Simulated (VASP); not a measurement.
# AlCd2 (Fd-3m) in VASP: notebook

The runs below take AlCd2 through single point, with PBE.

All numbers are computed with VASP 6.6.1; they aren't measurements. Logs are shortened: lines on timing, memory, paths and dates and some standing lists are left out, and cuts for length are marked.

### Step 1. The cell of the first run

The structure is cubic, space group Fd-3m (No. 227). The conventional cell has a = 7.971 Å, b = 7.971 Å, c = 7.971 Å, α = 90.00°, β = 90.00°, γ = 90.00°. Within 4.3 Å of Al (site symmetry -43m) lie 12 Cd at 3.30 Å and 4 Al at 3.45 Å. Within 3.7 Å of Cd (site symmetry -3m) lie 6 Cd at 2.82 Å and 6 Al at 3.30 Å.

### Step 2. Single point, PBE

INCAR reads:

```
SYSTEM = AlCd2
ALGO = Normal ; EDIFF = 1E-6
ENCUT = 520 ; GGA = PE
ISIF = 2 ; ISMEAR = 0
LASPH = .True. ; LCHARG = .False.
LREAL = .False. ; LWAVE = .False.
NBANDS = 36 ; NELM = 80
PREC = Accurate ; SIGMA = 0.1
```

KPOINTS reads:

```
k-points
0
Gamma
  4 4 4
  0 0 0
```

POSCAR reads:

```
AlCd2
1.0
    0.0000000000      3.9853497650      3.9853497650
    3.9853497650      0.0000000000      3.9853497650
    3.9853497650      3.9853497650      0.0000000000
Al Cd
2 4
Direct
    0.0000000000      0.0000000000      0.0000000000
    0.2500000000      0.2500000000      0.2500000000
    0.6250000000      0.6250000000      0.6250000000
    0.1250000000      0.6250000000      0.6250000000
    0.6250000000      0.6250000000      0.1250000000
    0.6250000000      0.1250000000      0.6250000000
```

Potentials or basis: VASP PAW PBE potentials, release 64 (Al, Cd).

The run is started by

```
$ cat potpaw_PBE.64/Al/POTCAR potpaw_PBE.64/Cd/POTCAR > POTCAR
$ mpirun -np 1 vasp_std > vasp.out
```

OUTCAR:

```text
SYSTEM = AlCd2
   EDIFF = 1E-6
   ENCUT = 520
   GGA = PE
   ISIF = 2
   ISMEAR = 0
   LASPH = .True.
   LREAL = .False.
   NELM = 80
   PREC = Accurate

 ion  position               nearest neighbor table
   1  0.000  0.000  0.000-   3 3.30   5 3.30   6 3.30   3 3.30   4 3.30   5 3.30   3 3.30   4 3.30
                             6 3.30   4 3.30   5 3.30   6 3.30
   2  0.250  0.250  0.250-   4 3.30   5 3.30   6 3.30   3 3.30   4 3.30   6 3.30   3 3.30   4 3.30
                             5 3.30   3 3.30   5 3.30   6 3.30
   3  0.625  0.625  0.625-   4 2.82   5 2.82   6 2.82   5 2.82   6 2.82   4 2.82   1 3.30   2 3.30
                             1 3.30   2 3.30   1 3.30   2 3.30
   4  0.125  0.625  0.625-   3 2.82   5 2.82   6 2.82   3 2.82   5 2.82   6 2.82   2 3.30   1 3.30
                             1 3.30   2 3.30   2 3.30   1 3.30
   5  0.625  0.625  0.125-   3 2.82   3 2.82   4 2.82   6 2.82   6 2.82   4 2.82   1 3.30   2 3.30
                             1 3.30   2 3.30   1 3.30   2 3.30
   6  0.625  0.125  0.625-   3 2.82   5 2.82   3 2.82   4 2.82   5 2.82   4 2.82   2 3.30   1 3.30
                             2 3.30   2 3.30   1 3.30   1 3.30

  LATTYP: Found a face centered cubic cell.
 ALAT       =     7.9706995300

  Lattice vectors:

 A1 = (   0.0000000000,   3.9853497650,   3.9853497650)
 A2 = (   3.9853497650,   0.0000000000,   3.9853497650)
 A3 = (   3.9853497650,   3.9853497650,   0.0000000000)

Analysis of symmetry for initial positions (statically):
=====================================================================
 Subroutine PRICEL returns:
 Original cell was already a primitive cell.

 Routine SETGRP: Setting up the symmetry group for a
 face centered cubic supercell.

 Subroutine GETGRP returns: Found 48 space group operations
 (whereof 24 operations were pure point group operations)
 out of a pool of 48 trial point group operations.

The static configuration has the point symmetry T_d .
 The point group associated with its full space group is O_h .

Analysis of symmetry for dynamics (positions and initial velocities):
=====================================================================
 Subroutine PRICEL returns:
 Original cell was already a primitive cell.

 Routine SETGRP: Setting up the symmetry group for a
 face centered cubic supercell.

 Subroutine GETGRP returns: Found 48 space group operations
 (whereof 24 operations were pure point group operations)
 out of a pool of 48 trial point group operations.

[... 93 lines left out ...]
   LREAL  =      F    real-space projection
   EDIFFG = 0.1E-04   stopping-criterion for IOM
   NSW    =      0    number of steps for IOM
   IBRION =     -1    ionic relax: 0-MD 1-quasi-New 2-CG
   NFREE  =      0    steps in history (QN), initial steepest desc. (CG)
   ISIF   =      2    stress and relaxation
   ISYM   =      2    0-nonsym 1-usesym 2-fastsym
   POTIM  = 0.5000    time-step for ionic-motion
   TEBEG  =    0.0;   TEEND  =   0.0 temperature during run
   PSTRESS=    0.0 pullay stress
   NELECT =      54.0000    total number of electrons
   NUPDOWN=      -1.0000    fix difference up-down
   EMIN   =  10.00;   EMAX   =-10.00  energy-range for DOS
   EFERMI =   0.00;   METHOD = LEGACY
   ISMEAR =     0;   SIGMA  =   0.10  broadening in eV -4-tet -1-fermi 0-gaus
   EFERMI_NEDOS =   21; number of points for ismear=-14 and -15
   IALGO  =     38    algorithm
   IMIX   =      4    mixing-type and parameters
     AMIX     =   0.40;   BMIX     =  1.00
     AMIX_MAG =   1.60;   BMIX_MAG =  1.00
  volume/ion in A,a.u.               =      21.10       142.39
  Fermi-wavevector in a.u.,A,eV,Ry     =   1.232337  2.328780 20.662563  1.518656
  Thomas-Fermi vector in A             =   2.367112
   LORBIT       =      0    0 simple, 1 ext, 2 COOP (PROOUT), +10 PAW based schemes
   GGA     = PE    functional components
   LHFCALC =     F    Hartree Fock is set to
   AEXX    =    0.0000 exact exchange contribution
   IVDW    =     0    specifies the selected vdW correction
   LEPSILON=     F    determine dielectric tensor
   LRPA    =     F    only Hartree local field effects (RPA)
 non-spin polarized calculation
 Gauss-broadening in eV      SIGMA  =   0.10
  energy-cutoff  :      520.00
  volume of cell :      126.60
 maximum number of plane-waves:      3479
 NGX is ok and might be reduce to    42
   NGX = 21   NGY = 21   NGZ = 21

 number of electron      54.0000000 magnetization

 Free energy of the ion-electron system (eV)
  ---------------------------------------------------
  ext. energy  EPLUGINS =         0.00000000
  ---------------------------------------------------
  free energy    TOTEN  =        -8.38206029 eV

  energy without entropy =       -8.34738131  energy(sigma->0) =       -8.36472080

 E-fermi :   3.9969     XC(G=0): -10.5379

 val. band max:        3.9775710723   @ k =   0.2500   0.0000   0.0000
 cond. band min:       4.0870632854   @ k =   0.5000   0.2500   0.0000
 fundamental gap:      0.1094922132
 Fermi energy:         3.9969094300

 k-point     1 :       0.0000    0.0000    0.0000
  band No.  band energies     occupation
      1      -6.9823      2.00000
      2      -6.1894      2.00000
      3      -6.1894      2.00000
      4      -6.1894      2.00000
      5      -5.9487      2.00000
      6      -5.9487      2.00000
[... 301 lines left out ...]
     35       8.6365      0.00000
     36       8.6365      0.00000

------------------------ aborting loop because EDIFF is reached ----------------------------------------

  FORCE on cell =-STRESS in cart. coord.  units (eV):
  Direction    XX          YY          ZZ          XY          YZ          ZX
  --------------------------------------------------------------------------------------
  -------------------------------------------------------------------------------------
  Total        3.8888860      3.8888860      3.8888860      0.0000000      0.0000000      0.0000000
  in kB       49.2160185     49.2160185     49.2160185      0.0000000      0.0000000      0.0000000
  external PRESSURE =      49.2160185 kB  Pullay stress =       0.0000000 kB

 VOLUME and BASIS-vectors are now :
 -----------------------------------------------------------------------------
  energy-cutoff  :      520.00
  volume of cell :      126.60
      direct lattice vectors                 reciprocal lattice vectors
     0.000000000  3.985349765  3.985349765    -0.125459503  0.125459503  0.125459503
     3.985349765  0.000000000  3.985349765     0.125459503 -0.125459503  0.125459503
     3.985349765  3.985349765  0.000000000     0.125459503  0.125459503 -0.125459503

 POSITION                                       TOTAL-FORCE (eV/Angst)
 -----------------------------------------------------------------------------------
      0.00000      0.00000      0.00000         0.000000      0.000000      0.000000
      1.99267      1.99267      1.99267        -0.000000     -0.000000     -0.000000
      4.98169      4.98169      4.98169         0.000000     -0.000000      0.000000
      4.98169      2.98901      2.98901         0.000000      0.000000     -0.000000
      2.98901      2.98901      4.98169         0.000000     -0.000000     -0.000000
      2.98901      4.98169      2.98901         0.000000     -0.000000      0.000000
 -----------------------------------------------------------------------------------
    total drift:                                0.000000      0.000000      0.000000

  FREE ENERGIE OF THE ION-ELECTRON SYSTEM (eV)
  ---------------------------------------------------
  free  energy   TOTEN  =        -8.3820602906 eV

  energy  without entropy=       -8.3473813095  energy(sigma->0) =       -8.36472080
```

stdout:

```text
POSCAR found type information on POSCAR AlCd
 POSCAR found :  2 types and       6 ions
 scaLAPACK will be used
 LDA part: xc-table for (Slater+PW92), standard interpolation
 POSCAR, INCAR and KPOINTS ok, starting setup
 FFT: planning ... GRIDC
 FFT: planning ... GRID_SOFT
 FFT: planning ... GRID
 WAVECAR not read
 entering main loop
```

Run time: 29 s. Hardware: 1 thread of AMD EPYC 9R45 (Zen 5), shared host; peak memory 0.22 GiB.

What came out:

| Quantity | Value |
| --- | --- |
| Free energy | -8.3821 eV |
| Pressure | 4.9 GPa |
| Band gap on the k mesh | zero (bands 27 and 28 overlap by 4.08 eV) |

Caveat: the cell stands under pressure.

### Step 3. Single point, PBE

This run uses another cell than the first one, of 23.21 Å³/atom.

INCAR reads:

```
SYSTEM = AlCd2
  PREC = Accurate
  ENCUT = 520
  EDIFF = 1E-6
  ISMEAR = 0
  SIGMA = 0.1
  LREAL = .False.
  LASPH = .True.
  NELM = 60
  ALGO = Normal
  ISIF = 2
  LWAVE = .False.
  LCHARG = .True.
  GGA = PE
  LELF = .True.
  LVHAR = .True.
  NBANDS = 36
```

KPOINTS reads:

```
Automatic mesh
0
Gamma
  4 4 4
  0 0 0
```

POSCAR, as its differences from that of step 2:

```diff
@@ -2,5 +2,5 @@
 1.0
-    0.0000000000      3.9853497650      3.9853497650
-    3.9853497650      0.0000000000      3.9853497650
-    3.9853497650      3.9853497650      0.0000000000
+    0.0000000000      4.1137669534      4.1137669534
+    4.1137669534      0.0000000000      4.1137669534
+    4.1137669534      4.1137669534      0.0000000000
 Al Cd
```

Potentials or basis: VASP PAW PBE potentials, release 64 (Al, Cd).

The run is started by

```
$ cat potpaw_PBE.64/Al/POTCAR potpaw_PBE.64/Cd/POTCAR > POTCAR
$ mpirun -np 1 vasp_std > vasp.out
```

OUTCAR:

```text
SYSTEM = AlCd2
   PREC = Accurate
   ENCUT = 520
   EDIFF = 1E-6
   ISMEAR = 0
   LREAL = .False.
   LASPH = .True.
   NELM = 60
   ISIF = 2
   GGA = PE

 ion  position               nearest neighbor table
   1  0.000  0.000  0.000-   3 3.41   5 3.41   6 3.41   3 3.41   4 3.41   5 3.41   4 3.41   6 3.41
                             3 3.41   5 3.41   4 3.41   6 3.41
   2  0.250  0.250  0.250-   4 3.41   6 3.41   3 3.41   4 3.41   5 3.41   3 3.41   5 3.41   6 3.41
                             5 3.41   3 3.41   6 3.41   4 3.41
   3  0.625  0.625  0.625-   4 2.91   5 2.91   6 2.91   5 2.91   6 2.91   4 2.91   1 3.41   2 3.41
                             1 3.41   2 3.41   1 3.41   2 3.41
   4  0.125  0.625  0.625-   3 2.91   5 2.91   6 2.91   3 2.91   5 2.91   6 2.91   2 3.41   1 3.41
                             2 3.41   1 3.41   1 3.41   2 3.41
   5  0.625  0.625  0.125-   3 2.91   3 2.91   4 2.91   6 2.91   6 2.91   4 2.91   1 3.41   2 3.41
                             1 3.41   2 3.41   1 3.41   2 3.41
   6  0.625  0.125  0.625-   3 2.91   5 2.91   3 2.91   4 2.91   5 2.91   4 2.91   1 3.41   2 3.41
                             1 3.41   2 3.41   1 3.41   2 3.41

  LATTYP: Found a face centered cubic cell.
 ALAT       =     8.2275339068

  Lattice vectors:

[... 176 lines left out ...]
 fundamental gap:      0.1809064969
 Fermi energy:         3.2217275567

 k-point     1 :       0.0000    0.0000    0.0000
  band No.  band energies     occupation
      1      -7.1182      2.00000
      2      -6.4896      2.00000
      3      -6.4896      2.00000
      4      -6.4896      2.00000
      5      -6.3086      2.00000
      6      -6.3086      2.00000
[... 301 lines left out ...]
     35       7.6655      0.00000
     36       7.6655      0.00000

------------------------ aborting loop because EDIFF is reached ----------------------------------------

  FORCE on cell =-STRESS in cart. coord.  units (eV):
  Direction    XX          YY          ZZ          XY          YZ          ZX
  --------------------------------------------------------------------------------------
  -------------------------------------------------------------------------------------
  Total        0.4137102      0.4137102      0.4137102     -0.0000000      0.0000000     -0.0000000
  in kB        4.7605572      4.7605572      4.7605572     -0.0000000      0.0000000     -0.0000000
  external PRESSURE =       4.7605572 kB  Pullay stress =       0.0000000 kB

 VOLUME and BASIS-vectors are now :
 -----------------------------------------------------------------------------
  energy-cutoff  :      520.00
  volume of cell :      139.24
      direct lattice vectors                 reciprocal lattice vectors
     0.000000000  4.113766953  4.113766953    -0.121543103  0.121543103  0.121543103
     4.113766953  0.000000000  4.113766953     0.121543103 -0.121543103  0.121543103
     4.113766953  4.113766953  0.000000000     0.121543103  0.121543103 -0.121543103

 POSITION                                       TOTAL-FORCE (eV/Angst)
 -----------------------------------------------------------------------------------
      0.00000      0.00000      0.00000         0.000000     -0.000000      0.000000
      2.05688      2.05688      2.05688        -0.000000      0.000000     -0.000000
      5.14221      5.14221      5.14221        -0.000000     -0.000000     -0.000000
      5.14221      3.08533      3.08533        -0.000000     -0.000000     -0.000000
      3.08533      3.08533      5.14221        -0.000000      0.000000     -0.000000
      3.08533      5.14221      3.08533        -0.000000      0.000000     -0.000000
 -----------------------------------------------------------------------------------
    total drift:                                0.000000      0.000000     -0.000000

  FREE ENERGIE OF THE ION-ELECTRON SYSTEM (eV)
  ---------------------------------------------------
  free  energy   TOTEN  =        -8.5857123073 eV

  energy  without entropy=       -8.5672935159  energy(sigma->0) =       -8.57650291
```

OSZICAR:

```text
N       E                     dE             d eps       ncg     rms          rms(c)
DAV:   1     0.367604240464E+03    0.36760E+03   -0.25892E+04   576   0.138E+03
DAV:   2     0.391584400003E+01   -0.36369E+03   -0.35132E+03   612   0.360E+02
DAV:   3    -0.905386050233E+01   -0.12970E+02   -0.12912E+02   672   0.740E+01
DAV:   4    -0.911587508943E+01   -0.62015E-01   -0.61991E-01   604   0.459E+00
DAV:   5    -0.911667013680E+01   -0.79505E-03   -0.79504E-03   624   0.541E-01    0.687E+00
DAV:   6    -0.860836949992E+01    0.50830E+00   -0.16324E+00   644   0.989E+00    0.631E+00
DAV:   7    -0.859094182591E+01    0.17428E-01   -0.14587E-01   612   0.170E+00    0.342E+00
DAV:   8    -0.858572696227E+01    0.52149E-02   -0.11841E-02   588   0.947E-01    0.252E-01
DAV:   9    -0.858564458634E+01    0.82376E-04   -0.11354E-03   648   0.234E-01    0.102E-01
DAV:  10    -0.858571091776E+01   -0.66331E-04   -0.16577E-04   592   0.773E-02    0.277E-02
DAV:  11    -0.858571301527E+01   -0.20975E-05   -0.53442E-06   496   0.134E-02    0.740E-03
DAV:  12    -0.858571230726E+01    0.70801E-06   -0.16962E-06   428   0.402E-03
   1 F= -.85857123E+01 E0= -.85765029E+01  d E =-.184188E-01
```

Run time: 42 s. Hardware: 1 thread of AMD EPYC 9R45 (Zen 5), shared host; peak memory 0.28 GiB.

What came out:

```yaml
Free_energy: -8.5857 eV
Pressure: 0.5 GPa
Band_gap_on_the_k_mesh: zero (bands 27 and 28 overlap by 3.75 eV)
```

Levels at points of the mesh, in eV from the Fermi level:
| k point | band 24 | band 25 | band 26 | band 27 | band 28 | band 29 | band 30 | band 31 |
| --- | --- | --- | --- | --- | --- | --- | --- | --- |
| (0.00, 0.00, 0.00) | -1.37 | -1.37 | -1.37 | -0.73 | -0.30 | -0.30 | -0.30 | 1.21 |
| (0.50, 0.00, 0.00) | -2.30 | -1.56 | -1.56 | -1.23 | -1.23 | 1.69 | 2.67 | 3.08 |
| (0.50, 0.50, 0.00) | -3.89 | -3.19 | -3.19 | 2.52 | 2.52 | 3.27 | 3.27 | 3.53 |

### Step 4. Single point, PBE

This run uses another cell than the first one, of 23.02 Å³/atom.

INCAR reads:

```
SYSTEM = AlCd2
PREC     = Accurate       ! precision mode
ENCUT    = 520            ! plane-wave cutoff, eV
EDIFF    = 1E-7           ! SCF threshold, eV
ISMEAR   = 0              ! smearing method
SIGMA    = 0.1            ! smearing width, eV
LREAL    = .False.        ! projectors in reciprocal space
LASPH    = .True.         ! aspherical terms in the spheres
NELM     = 60             ! most SCF steps
ALGO     = Fast           ! electronic algorithm
ISIF     = 2              ! what is computed and relaxed
LWAVE    = .False.        ! write WAVECAR
LCHARG   = .False.        ! write CHGCAR
GGA      = PE             ! functional
NBANDS   = 36             ! bands
```

KPOINTS reads:

```
regular mesh
0
Gamma
  8 8 8
  0 0 0
```

POSCAR reads:

```
AlCd2
1.0
    0.0000000000      4.1025937728      4.1025937728
    4.1025937728      0.0000000000      4.1025937728
    4.1025937728      4.1025937728      0.0000000000
Al Cd
2 4
Direct
    0.5000000000      0.5000000000      0.5000000000
    0.7500000000      0.7500000000      0.7500000000
    0.1250000000      0.1250000000      0.1250000000
    0.6250000000      0.1250000000      0.1250000000
    0.1250000000      0.1250000000      0.6250000000
    0.1250000000      0.6250000000      0.1250000000
```

The run is started by

```
$ cat potpaw_PBE.64/Al/POTCAR potpaw_PBE.64/Cd/POTCAR > POTCAR
$ mpirun -np 1 vasp_std > vasp.out
```

Run time: 2.8 min. Hardware: 1 thread of AMD EPYC 9R45 (Zen 5), shared host; peak memory 0.34 GiB.

It converged, with:

```
Free energy            : -8.7507 eV
Pressure               : 0.2 GPa
Band gap on the k mesh : zero (bands 27 and 28 overlap by 3.78 eV)
```

Levels at points of the mesh, in eV from the Fermi level:
```tsv
k point	band 25	band 26	band 27	band 28	band 29	band 30
(0.00, 0.00, 0.00)	-1.46	-1.46	-0.80	-0.37	-0.37	-0.37
(0.50, 0.00, 0.00)	-1.65	-1.65	-1.30	-1.30	1.64	2.62
(0.50, 0.50, 0.00)	-3.28	-3.28	2.47	2.47	3.23	3.23
```

### Step 5. Summary

| cell | k mesh | gap on the mesh (eV) | pressure (GPa) |
| --- | --- | --- | --- |
| a = 5.636 Å, angles 60.0°, 6 atoms | 4 × 4 × 4 | none | 4.9 |
| a = 5.818 Å, angles 60.0°, 6 atoms | 4 × 4 × 4 | none | 0.5 |
| a = 5.802 Å, angles 60.0°, 6 atoms | 8 × 8 × 8 | none | 0.2 |

Alike in all rows: task single point; level PBE; potentials or basis VASP PAW PBE potentials, release 64 (Al, Cd); no spin polarisation; cutoff (eV) 520; smearing gaussian 0.1 eV.

Caveats: the cell stands under pressure (at least some runs).

Absolute energies hang on the potentials; compare differences alone.

The gap in the log of VASP goes by the Fermi energy; the results here count the filled bands.